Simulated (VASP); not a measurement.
Here is a VASP 6.6.1 calculation.

INCAR

```
SYSTEM = AlB2P3
  PREC = Accurate
  ENCUT = 600
  EDIFF = 1E-6
  ISMEAR = 0
  SIGMA = 0.1
  LREAL = .False.
  LASPH = .True.
  NELM = 80
  ALGO = Normal
  ISIF = 3
  LWAVE = .False.
  LCHARG = .False.
  GGA = PE
  IBRION = 2
  NSW = 90
  EDIFFG = -0.04
```

File KPOINTS:

```
regular mesh
0
Gamma
  8 8 8
  0 0 0
```

File POSCAR:

```
AlB2P3
1.0
   -1.7513075000      1.7513075000      7.4301684400
    1.7513075000     -1.7513075000      7.4301684400
    1.7513075000      1.7513075000     -7.4301684400
Al B P
1 2 3
Direct
    0.0000000000      0.0000000000      0.0000000000
    0.6666666700      0.6666666700      0.0000000000
    0.3333333300      0.3333333300      0.0000000000
    0.4166666700      0.9166666700      0.5000000000
    0.0833333300      0.5833333300      0.5000000000
    0.7500000000      0.2500000000      0.5000000000
```

Potentials or basis: VASP PAW PBE potentials, release 64 (Al, B, P).

Command:

```console
$ cat potpaw_PBE.64/Al/POTCAR potpaw_PBE.64/B/POTCAR potpaw_PBE.64/P/POTCAR > POTCAR
$ mpirun -np 1 vasp_std > vasp.out
```

(1) Estimate the relaxed cell.

(2) What does it give for the relaxed volume?

(3) Estimate the space group after relaxing (to 0.1 Å).

(4) Predict the band gap on the k mesh.

Results:

(1) a = 7.905 Å, b = 7.905 Å, c = 7.905 Å, α = 155.20°, β = 155.20°, γ = 35.36°.

(2) 14.47 Å³/atom.

(3) I-4m2 (No. 119).

(4) 0.61 eV (least direct gap 0.73 eV).
